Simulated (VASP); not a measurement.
Here is a VASP 6.6.1 calculation.

INCAR

```
PREC = Accurate
ENCUT = 520
EDIFF = 1E-7
ISMEAR = 0
SIGMA = 0.1
LREAL = Auto
LASPH = T
NELM = 100
ALGO = Normal
ISIF = 2
LWAVE = F
LCHARG = F
GGA = PE
NBANDS = 174
```

KPOINTS

```
Automatic mesh
0
Gamma
  3 3 1
```

File POSCAR:

```
Cu
1.0
    7.7003928471      0.0000000000      0.0000000000
    0.0000000000      7.7003928471      0.0000000000
    0.0000000000      0.0000000000     15.6300000000
Cu
28
Direct
    0.0000000000      0.0000000000      0.3838771600
    0.3333333300      0.0000000000      0.3838771600
    0.6666666700      0.0000000000      0.3838771600
    0.0000000000      0.3333333300      0.3838771600
    0.3333333300      0.3333333300      0.3838771600
    0.6666666700      0.3333333300      0.3838771600
    0.0000000000      0.6666666700      0.3838771600
    0.3333333300      0.6666666700      0.3838771600
    0.6666666700      0.6666666700      0.3838771600
    0.1666903027      0.1666784998      0.4963409586
    0.4988513875      0.1666709853      0.4964056231
    0.8345382430      0.1666685566      0.4964303887
    0.1666740974      0.4988377631      0.4964117270
    0.4992644877      0.4992729636      0.4963841070
    0.8340945022      0.4992134984      0.4964294697
    0.1666716728      0.8345237922      0.4964241457
    0.4992323548      0.8340755761      0.4964075314
    0.8341173260      0.8341257228      0.4964501913
   -0.0027660082     -0.0027641358      0.6116732770
    0.3361727237     -0.0028473512      0.6116151721
    0.6666778309      0.0008370835      0.6090744296
   -0.0028020908      0.3361285990      0.6116455034
    0.3362305934      0.3362336255      0.6115818892
    0.6666873894      0.3325237237      0.6090614333
    0.0008512291      0.6666698440      0.6090810527
    0.3325369303      0.6666794104      0.6090552330
    0.6667041937      0.6666854702      0.6077195739
    0.1669165676      0.1667898254      0.7116485951
```

Potentials or basis: VASP PAW PBE potentials, release 64 (Cu).

Run with:

```console
$ cat potpaw_PBE.64/Cu/POTCAR > POTCAR
$ mpirun -np 1 vasp_std > vasp.out
```

Problem. What does it give for the band gap on the k mesh?

Solution. Zero (band 154 reaches 0.10 eV, above the bottom of band 155 at -0.96 eV).

Problem. Predict the largest force.

Solution. 0.041 eV/Å.

Forces on the atoms (eV/Å):
```
Cu  -0.014 -0.014  0.000
Cu   0.014 -0.014  0.000
Cu   0.001 -0.002 -0.038
Cu  -0.014  0.014  0.000
Cu   0.014  0.014 -0.001
Cu   0.001  0.002 -0.039
Cu  -0.003  0.000 -0.037
Cu   0.001  0.000 -0.039
Cu   0.002  0.001  0.001
Cu  -0.001  0.000  0.004
Cu  -0.006  0.000 -0.005
Cu   0.006  0.000 -0.007
Cu  -0.001 -0.006 -0.006
Cu   0.000 -0.001 -0.002
Cu   0.002  0.001 -0.005
Cu  -0.001  0.006 -0.006
Cu   0.001  0.002 -0.004
Cu   0.001  0.000 -0.006
Cu  -0.012 -0.013  0.010
Cu   0.013 -0.011  0.011
Cu   0.000  0.000  0.020
Cu  -0.011  0.013  0.010
Cu   0.011  0.010  0.012
Cu   0.000  0.000  0.021
Cu   0.000  0.000  0.020
Cu   0.000  0.000  0.021
Cu  -0.001 -0.001  0.024
Cu  -0.002 -0.001  0.041
```
